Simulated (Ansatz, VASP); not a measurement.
# Two plane-wave programs on Pt2I

```
CELL_PARAMETERS angstrom
-1.82603 1.82603 4.31758
1.82603 -1.82603 4.31758
1.82603 1.82603 -4.31758
ATOMIC_POSITIONS crystal
Pt 0.67958 0.67958 0.00000
Pt 0.32042 0.32042 0.00000
I 0.00000 0.00000 0.00000
```

Alike in both runs: functional PBE; k mesh 6 × 6 × 6; occupations gaussian, width 0.1 eV; no spin polarisation.

Ansatz relaxed the structure, and its values are those at the end. VASP's run is a single point on that final structure, the one shown.

|  | VASP | Ansatz |
| --- | --- | --- |
| version | VASP 6.6.1 | Ansatz 0.2.0 |
| potentials or method | VASP PAW PBE potentials, release 64 (Pt, I), cutoff 520 eV | scalar-relativistic, plane waves, PAW |
| valence electrons in the cell | 27 | 53 |

```csv
,VASP,Ansatz,Ansatz less VASP
gap on the k mesh at the Fermi level (eV),none,none,-
pressure (GPa),-0.3,0.0,+0.30
rms of the force components (eV/Å),0.003,0.000,-0.0030
```

A gap of «none» marks a metal or a gap that the smearing closes. VASP's potentials hold 27 valence electrons a cell and Ansatz's 53, so a difference there can come from the potentials and not from the codes.

The k mesh is coarse, so the values compare programs but aren't converged. Spin-orbit coupling is off throughout.
